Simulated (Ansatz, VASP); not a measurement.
Two plane-wave programs on AlAu2

The input INCAR:

```
ALGO = Fast
EDIFF = 1E-6
ENCUT = 520
ISIF = 2
ISMEAR = 0
LASPH = True
LCHARG = False
LREAL = False
LWAVE = False
NBANDS = 20
NELM = 80
PREC = Accurate
SIGMA = 0.15
```

File KPOINTS:

```
k-points
0
Gamma
  16 16 16
```

The input POSCAR:

```
AlAu2
1.0
   -1.6672819666      1.6672819666      4.2514022866
    1.6672819666     -1.6672819666      4.2514022866
    1.6672819666      1.6672819666     -4.2514022866
Al Au
1 2
Direct
    0.0000000000      0.0000000000      0.0000000000
    0.6454920683      0.6454920683      0.0000000000
    0.3545079317      0.3545079317      0.0000000000
```

Input for Ansatz:

```yaml
crystal:
  lattice:
    - [-1.6672819666, 1.6672819666, 4.2514022866]
    - [1.6672819666, -1.6672819666, 4.2514022866]
    - [1.6672819666, 1.6672819666, -4.2514022866]
  atoms:
    - { symbol: Al, position: [0.0, 0.0, 0.0] }
    - { symbol: Au, position: [0.6454920683, 0.6454920683, 0.0] }
    - { symbol: Au, position: [0.3545079317, 0.3545079317, 0.0] }
basis:
  ecutwfc: 420
kpoints:
  mp_grid: { grid: [16, 16, 16] }
hamiltonian:
  xc: lda
scf:
  occupations: { method: gaussian, width: 0.15 }
output:
  forces: true
  stress: true
  eigenvalues: true
```

Alike in both runs: task single point; functional LDA; k mesh 16 × 16 × 16; occupations gaussian, width 0.15 eV; no spin polarisation.

```csv
,VASP,Ansatz
version,VASP 6.6.1,Ansatz 0.2.0
potentials or method,"VASP PAW LDA potentials, release 64 (Al, Au), cutoff 520 eV","scalar-relativistic, plane waves, PAW"
valence electrons in the cell,25,41
```

```tsv
	VASP	Ansatz	Ansatz less VASP
gap on the k mesh at the Fermi level (eV)	none	none	-
pressure (GPa)	5.8	5.4	-0.39
traceless stress, the component that is largest in VASP (GPa)	13.08	12.96	-0.124
rms of the force components (eV/Å)	1.470	1.455	-0.0145
```

LDA's correlation is that of Perdew and Zunger in VASP and of Perdew and Wang (1992) in Ansatz. Atom by atom the forces differ by 0.015 eV/Å (rms over components). A gap of «none» marks a metal or a gap that the smearing closes. VASP's potentials hold 25 valence electrons a cell and Ansatz's 41, so a difference there can come from the potentials and not from the codes.

Neither program's run includes spin-orbit coupling.
